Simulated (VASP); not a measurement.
Runs of VASP 6.6.1 on CaBr. Symmetry: P-6m2, No. 187, hexagonal system. The conventional cell has a = 3.917 Å, b = 3.917 Å, c = 4.341 Å, α = 90.00°, β = 90.00°, γ = 120.00°. Within 4.1 Å of Ca (site symmetry -6m2) lie 6 Br at 3.13 Å and 6 Ca at 3.92 Å. Br (site symmetry -6m2) has 6 Ca at 3.13 Å and 6 Br at 3.92 Å within 4.1 Å. 

```tsv
level	potentials or basis	gap on the mesh (eV)	pressure (GPa)
r2SCAN	VASP PAW PBE potentials, release 64 (Ca_sv, Br)	none	-0.3
revPBE	VASP PAW PBE potentials, release 64 (Ca_sv, Br)	none	(a)
LDA	VASP PAW LDA potentials, release 64 (Ca_sv, Br)	none	-3.1
BLYP	VASP PAW PBE potentials, release 64 (Ca_sv, Br)	none	(b)
PBE	VASP PAW PBE potentials, release 64 (Ca_sv, Br)	none	0.4
```

Alike in all rows: task single point; no spin polarisation; cell as given; k mesh 10 × 10 × 8; cutoff (eV) 520; smearing fermi-dirac 0.05 eV.

Estimate the missing entries.

(a) 1.7; (b) 1.9.

Caveats: an odd number of electrons without spin polarisation forces a metal; a magnetic or distorted state may lie lower; the PAW data sets were made with another functional, which shifts forces and pressure a little (at least some runs); the cell stands under tension (at least some runs).

A k mesh can miss the band edges, and the runs leave out spin-orbit coupling on Br.

A gap of «none» marks levels without a gap at the run's occupations.
